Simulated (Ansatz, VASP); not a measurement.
Two plane-wave programs on Zn4HO4

```xyz
9
Lattice="5.6099 0.0000 0.0000 0.0000 5.6099 0.0000 0.0000 0.0000 3.2790" Properties=species:S:1:pos:R:3 pbc="T T T"
Zn    1.0189    1.0189    1.6395
Zn    4.5910    4.5910    1.6395
Zn    3.8238    1.7860    0.0000
Zn    1.7860    3.8238    0.0000
O     4.5915    1.0184    1.6395
O     1.0184    4.5915    1.6395
O     3.8233    3.8233    0.0000
O     1.7866    1.7866    0.0000
H     5.6094    0.3836    0.8198
```

Alike in both runs: task single point; functional PBE; k mesh 4 × 4 × 8; occupations gaussian, width 0.05 eV; no spin polarisation.

|  | VASP | Ansatz |
| --- | --- | --- |
| version | VASP 6.6.1 | Ansatz 0.2.0 |
| potentials or method | VASP PAW PBE potentials, release 64 (Zn, O, H), cutoff 520 eV | scalar-relativistic, plane waves, PAW |
| valence electrons in the cell | 73 | 73 |

```tsv
	VASP	Ansatz	Ansatz less VASP
gap on the k mesh at the Fermi level (eV)	none	none	-
pressure (GPa)	9.1	8.2	-0.91
traceless stress, the component that is largest in VASP (GPa)	1.93	1.95	+0.022
rms of the force components (eV/Å)	0.949	0.925	-0.0236
```

Atom by atom the forces differ by 0.026 eV/Å (rms over components). A gap of «none» marks a metal or a gap that the smearing closes.
